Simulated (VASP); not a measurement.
The system is KTaO3.

```
K Ta O
1.0
     3.94982    0.00000    0.00000
     0.00000    3.94982    0.00000
     0.00000    0.00000    3.94982
K Ta O
1 1 3
Direct
  0.00000 0.00000 0.00000
  0.50000 0.50000 0.50000
  0.50000 0.50000 0.00000
  0.50000 0.00000 0.50000
  0.00000 0.50000 0.50000
```

This cell differs from its parent crystal: volume changed by -3%.

Base run:

```yaml
Program: VASP 6.6.1
Functional: r2SCAN
Potentials_or_basis: VASP PAW PBE potentials, release 64 (K_sv, Ta_pv, O)
Cutoff: 520 eV
k_mesh: 6 × 6 × 6
Occupations: gaussian, width 0.01 eV
Spin: no spin polarisation
```

Its results: band gap on the k mesh 2.67 eV, indirect (least direct gap 3.31 eV); pressure 7.9 GPa.

**Question.** The run is repeated on the same cell with these changes: potentials or basis from VASP PAW PBE potentials, release 64 (K_sv, Ta_pv, O) to VASP PAW PBE potentials, release 64 (K_sv, Ta_sv_GW, O); cutoff from 520 eV to 660 eV; further incar settings from ALGO = Normal; EDIFF = 1e-07; NBANDS = 27 to ALGO = Normal; EDIFF = 1e-06; NBANDS = 28; valence electrons from 38 to 40. What comes out?

**Answer.** Band gap on the k mesh 2.69 eV, indirect (least direct gap 3.33 eV); pressure 6.9 GPa.

Caveats: the PAW data sets were made with another functional, which shifts forces and pressure a little; spin-orbit coupling is left out, which moves the levels of the heavy elements.

A k mesh can miss the band edges.
